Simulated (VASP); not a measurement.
Input of a VASP 6.6.1 run:

File INCAR:

```
SYSTEM = PtC
ALGO     = Normal         ! electronic algorithm
EDIFF    = 1E-8           ! SCF threshold, eV
ENCUT    = 520            ! plane-wave cutoff, eV
GGA      = PE             ! functional
ISIF     = 2              ! what is computed and relaxed
ISMEAR   = -1             ! smearing method
LASPH    = .True.         ! aspherical terms in the spheres
LCHARG   = .False.        ! write CHGCAR
LEFG     = .True.       
LREAL    = .False.        ! projectors in reciprocal space
LWAVE    = .False.        ! write WAVECAR
NBANDS   = 14             ! bands
NELM     = 60             ! most SCF steps
PREC     = Accurate       ! precision mode
SIGMA    = 0.08           ! smearing width, eV
```

Contents of KPOINTS:

```
k-points
0
Gamma
  13 13 13
  0 0 0
```

POSCAR

```
PtC
1.0
   -0.0353908484      2.3416944668      2.3416944668
    2.3416944668     -0.0353908484      2.3416944668
    2.3416944668      2.3416944668     -0.0353908484
Pt C
1 1
Direct
    0.0000000000      0.0000000000      0.0000000000
    0.2500000000      0.2500000000      0.2500000000
```

Potentials or basis: VASP PAW PBE potentials, release 64 (Pt, C).

Command:

```sh
$ cat potpaw_PBE.64/Pt/POTCAR potpaw_PBE.64/C/POTCAR > POTCAR
$ mpirun -np 1 vasp_std > vasp.out
```

Q: Predict the pressure.

A: 0.3 GPa.

Q: What does it give for the band gap on the k mesh?

A: Zero (bands 7 and 8 overlap by 4.30 eV).

Q: What does it give for the largest force?

A: 0.203 eV/Å.

Electric field gradients, principal values (V/Å²):
| atom | least | middle | greatest (by size) |
| --- | --- | --- | --- |
| 1 Pt | -4.465 | -4.465 | 8.929 |
| 2 C | 0.548 | 0.548 | -1.097 |

Caveat: the cell differs from its parent crystal (equal xy, yz and zx shear strains of -1.5 %); without QUAD_EFG the Cq values of the log hold for a quadrupole moment of 1 mb, not for the nuclei; spin-orbit coupling is left out, which moves the levels of the heavy elements.
